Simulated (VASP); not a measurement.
Input of a VASP 6.6.1 run:

Contents of INCAR:

```
SYSTEM = In2GaP3
PREC = Accurate
ENCUT = 520
EDIFF = 1E-6
ISMEAR = 0
SIGMA = 0.1
LREAL = .FALSE.
LASPH = .TRUE.
NELM = 60
ALGO = Normal
ISIF = 2
LWAVE = .FALSE.
LCHARG = .TRUE.
GGA = PE
LELF = .TRUE.
LVHAR = .TRUE.
NBANDS = 36
```

KPOINTS

```
regular mesh
0
G
  3 3 6
  0 0 0
```

The input POSCAR:

```
In2GaP3
1.0
    6.4132064100      0.0000000000      0.0000000000
   -3.2066032100      5.5539996700      0.0000000000
    0.0000000000      0.0000000000      3.5499712900
In Ga P
2 1 3
Direct
    0.6666666700      0.3333333300      0.0000000000
    0.3333333300      0.6666666700      0.0000000000
    0.0000000000      0.0000000000      0.0000000000
    0.5000000000      0.0000000000      0.5000000000
    0.0000000000      0.5000000000      0.5000000000
    0.5000000000      0.5000000000      0.5000000000
```

Potentials or basis: VASP PAW PBE potentials, release 64 (In_d, Ga_d, P).

The run is started by

```bash
$ cat potpaw_PBE.64/In_d/POTCAR potpaw_PBE.64/Ga_d/POTCAR potpaw_PBE.64/P/POTCAR > POTCAR
$ mpirun -np 1 vasp_std > vasp.out
```

(1) Estimate the pressure.

(2) Estimate the band gap on the k mesh.

Results:

(1) 11.7 GPa.

(2) zero (band 27 reaches 7.43 eV, above the bottom of band 28 at 5.62 eV).

Caveat: the k points lie up to 0.38 Å⁻¹ apart; spin-orbit coupling is left out, which moves the levels of the heavy elements.
